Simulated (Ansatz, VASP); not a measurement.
Two plane-wave programs on Pt

File INCAR:

```
PREC = Accurate ; ENCUT = 520
EDIFF = 1E-6 ; ISMEAR = 0
SIGMA = 0.15 ; LREAL = F
LASPH = T ; NELM = 100
ALGO = Normal ; ISIF = 2
LWAVE = F ; LCHARG = F
GGA = PE ; NBANDS = 11
```

Contents of KPOINTS:

```
regular mesh
0
Gamma
  22 22 22
```

Contents of POSCAR:

```
Pt
1.0
    0.0000000000      1.9581295497      1.9581295497
    1.9581295497      0.0000000000      1.9581295497
    1.9581295497      1.9581295497      0.0000000000
Pt
1
Direct
    0.0000000000      0.0000000000      0.0000000000
```

Input for Ansatz:

```yaml
crystal:
  lattice:
    - [0.0, 1.9581295497, 1.9581295497]
    - [1.9581295497, 0.0, 1.9581295497]
    - [1.9581295497, 1.9581295497, 0.0]
  atoms:
    - { symbol: Pt, position: [0.0, 0.0, 0.0] }
basis:
  ecutwfc: 420
kpoints:
  mp_grid: { grid: [22, 22, 22] }
hamiltonian:
  xc: pbe
  pseudopotentials: { kind: paw, azcp: { folder: soft_1 } }
scf:
  occupations: { method: gaussian, width: 0.15 }
output:
  forces: true
  stress: true
  eigenvalues: true
```

Alike in both runs: task single point; functional PBE; k mesh 22 × 22 × 22; occupations gaussian, width 0.15 eV; no spin polarisation.

|  | VASP | Ansatz |
| --- | --- | --- |
| version | VASP 6.6.1 | Ansatz 0.2.0 |
| potentials or method | VASP PAW PBE potentials, release 64 (Pt), cutoff 520 eV | scalar-relativistic, plane waves, PAW |
| valence electrons in the cell | 10 | 18 |

```csv
,VASP,Ansatz,Ansatz less VASP
gap on the k mesh at the Fermi level (eV),none,none,-
pressure (GPa),10.9,11.4,+0.51
```

A gap of «none» marks a metal or a gap that the smearing closes. VASP's potentials hold 10 valence electrons a cell and Ansatz's 18, so a difference there can come from the potentials and not from the codes.

Spin-orbit coupling is off throughout.
